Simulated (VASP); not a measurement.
Wanted: the native input for a VASP 6.6.1 run.

- Task: relaxation of cell and atoms
- Functional: PBE
- Potentials or basis: VASP PAW PBE potentials, release 64 (C)
- Cutoff: 600 eV
- k mesh: 23 × 23 × 23
- Occupations: fermi-dirac, width 0.08 eV
- Spin: no spin polarisation
- Target pressure: 2 GPa
- Dipole correction: no
- Further INCAR settings: ALGO = Normal; EDIFF = 1e-07; IBRION = 2; EDIFFG = -0.005; NSW = 60; ISIF = 3

The structure of C lies in POSCAR:

```
C
1.0
   -1.2172017887      1.2172017887      1.2172017887
    1.2172017887     -1.2172017887      1.2172017887
    1.2172017887      1.2172017887     -1.2172017887
C
1
Direct
    0.0000000000      0.0000000000      0.0000000000
```

These files were run (other wordings do the same):

INCAR

```
PREC = Accurate
ENCUT = 600
EDIFF = 1E-7
ISMEAR = -1
SIGMA = 0.08
LREAL = False
LASPH = True
NELM = 80
ALGO = Normal
ISIF = 3
LWAVE = False
LCHARG = False
GGA = PE
IBRION = 2
NSW = 60
EDIFFG = -0.005
PSTRESS = 20.0
```

KPOINTS

```
regular mesh
0
Gamma
  23 23 23
```

Potentials or basis: VASP PAW PBE potentials, release 64 (C).

Command:

```sh
$ cat potpaw_PBE.64/C/POTCAR > POTCAR
$ mpirun -np 1 vasp_std > vasp.out
```

Results of the run:

| Property | Result |
| --- | --- |
| Relaxed volume | 6.62 Å³/atom |
| Relaxed cell | a = 2.049 Å, b = 2.049 Å, c = 2.049 Å, α = 109.47°, β = 109.47°, γ = 109.47° |
| Space group after relaxing (to 0.05 Å) | Im-3m (No. 229) |
| Energy change on relaxing (the enthalpy is what falls) | -19.8 meV/atom |
| Ionic steps | 3 |
| Pressure after relaxing | 2.0 GPa |
| Band gap on the k mesh | zero (band 2 reaches 17.78 eV, above the bottom of band 3 at 3.54 eV) |

Caveat: the cell is relaxed towards a set pressure, so the enthalpy falls and the energy may rise.

It took 57 s on 1 thread of Intel Xeon 8259CL (shared host), peak memory 0.12 GiB.
